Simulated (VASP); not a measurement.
Si: single point with PBE

Si, a slab with vacuum:

```
CELL_PARAMETERS angstrom
7.73527 0.00000 0.00000
0.00000 7.73527 0.00000
0.00000 0.00000 21.43708
ATOMIC_POSITIONS crystal
Si 0.91883 0.00211 0.33620
Si 0.12833 0.49949 0.36899
Si 0.62820 0.99913 0.37599
Si 0.41332 0.49681 0.33617
Si 0.49413 0.26638 0.40499
Si 0.48570 0.73569 0.40149
Si 0.00649 0.23666 0.40359
Si 0.00146 0.76277 0.40149
Si 0.24531 0.76067 0.47204
Si 0.25229 0.23635 0.47340
Si 0.74435 0.74018 0.46099
Si 0.75414 0.27989 0.46326
Si 0.74024 0.00832 0.51685
Si 0.74386 0.51318 0.53362
Si 0.24663 0.99730 0.54202
Si 0.24627 0.49899 0.53461
Si 0.49826 0.51911 0.60060
Si 0.51603 0.98511 0.59475
Si 0.99375 0.47822 0.60051
Si 0.97215 0.00310 0.59122
Si 0.86165 0.73598 0.62832
Si 0.91056 0.23487 0.66215
Si 0.57549 0.75541 0.66844
Si 0.62255 0.25427 0.62830
```

```
Program                : VASP 6.6.1
Task                   : single point
Functional             : PBE
Potentials or basis    : VASP PAW PBE potentials, release 64 (Si)
Cutoff                 : 400 eV
k mesh                 : 4 × 4 × 1
Occupations            : gaussian, width 0.03 eV
Spin                   : no spin polarisation
Dipole correction      : yes
Further INCAR settings : ALGO = Normal; EDIFF = 1e-06; NBANDS = 66; ISYM = 0; NELMDL = -8
```

The largest force is 0.011 eV/Å. The band gap on the k mesh is 0.05 eV (least direct gap 0.19 eV).

Forces in eV/Å, atoms in the order of the input:
```
Si   0.003  0.000 -0.005
Si   0.006  0.004  0.009
Si  -0.002 -0.003  0.001
Si   0.000 -0.003  0.007
Si  -0.001  0.004  0.002
Si  -0.001 -0.001  0.002
Si  -0.001  0.002  0.002
Si  -0.001 -0.002  0.005
Si  -0.004 -0.005 -0.005
Si   0.003  0.003 -0.003
Si   0.000 -0.001 -0.009
Si  -0.003  0.000 -0.008
Si   0.001 -0.001  0.004
Si  -0.002  0.003  0.008
Si  -0.001  0.000 -0.001
Si   0.001  0.001  0.002
Si   0.002 -0.008  0.000
Si  -0.002  0.004  0.000
Si  -0.005  0.004 -0.001
Si   0.000 -0.008  0.000
Si   0.004 -0.003 -0.002
Si   0.007  0.000  0.003
Si  -0.001  0.003 -0.009
Si  -0.004  0.006 -0.001
```

Levels at points of the mesh, in eV from the valence-band top:
```csv
k point,band 45,band 46,band 47,band 48,band 49,band 50,band 51,band 52
"(0.00, 0.00, 0.00)",-0.42,-0.33,-0.21,-0.13,0.05,0.43,0.89,0.94
"(0.50, 0.00, 0.00)",-0.57,-0.48,-0.24,-0.05,0.29,0.71,0.72,1.11
"(0.00, 0.50, 0.00)",-0.75,-0.47,-0.27,-0.09,0.68,0.85,1.01,1.40
"(0.50, 0.50, 0.00)",-0.53,-0.32,-0.18,0.00,0.82,1.00,1.20,1.49
```

It took 43 min on 1 thread of Intel Xeon 8259CL, on a shared host, peak memory 0.91 GiB.
